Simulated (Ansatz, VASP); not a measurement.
**One calculation of KCl, two programs**

The input INCAR:

```
  PREC = Accurate
  ENCUT = 500
  EDIFF = 1E-6
  ISMEAR = 0
  SIGMA = 0.01
  LREAL = False
  LASPH = True
  NELM = 120
  ALGO = Normal
  ISIF = 2
  LWAVE = False
  LCHARG = False
  GGA = PE
  NBANDS = 15
  GGA_COMPAT = False
```

KPOINTS

```
Automatic mesh
0
Gamma
  6 6 6
```

The input POSCAR:

```
KCl
1.0
    0.0000000000      3.1569655537      3.1569655537
    3.1569655537      0.0000000000      3.1569655537
    3.1569655537      3.1569655537      0.0000000000
K Cl
1 1
Direct
    0.0000000000      0.0000000000      0.0000000000
    0.5000000000      0.5000000000      0.5000000000
```

Input for Ansatz:

```yaml
crystal:
  lattice:
    - [0.0, 3.1569655537, 3.1569655537]
    - [3.1569655537, 0.0, 3.1569655537]
    - [3.1569655537, 3.1569655537, 0.0]
  atoms:
    - { symbol: K, position: [0.0, 0.0, 0.0] }
    - { symbol: Cl, position: [0.5, 0.5, 0.5] }
kpoints:
  mp_grid: { grid: [6, 6, 6] }
hamiltonian:
  xc: pbe
scf:
  occupations: { method: fixed }
  n_extra_bands: 4
output:
  forces: true
  stress: true
  eigenvalues: true
```

Alike in both runs: task single point; functional PBE; k mesh 6 × 6 × 6; no spin polarisation.

|  | VASP | Ansatz |
| --- | --- | --- |
| version | VASP 6.6.1 | Ansatz 0.2.0 |
| potentials or method | VASP PAW PBE potentials, release 64 (K_sv, Cl) | plane waves, PAW |
| plane-wave cutoff (eV) | 500 | 420 |
| occupations | gaussian, width 0.01 eV | fixed |
| valence electrons in the cell | 16 | 16 |

|  | VASP | Ansatz | Ansatz less VASP |
| --- | --- | --- | --- |
| gap on the k mesh at the Fermi level (eV) | 5.15 | 5.15 | +0.002 |
| pressure (GPa) | 0.6 | 0.6 | -0.02 |
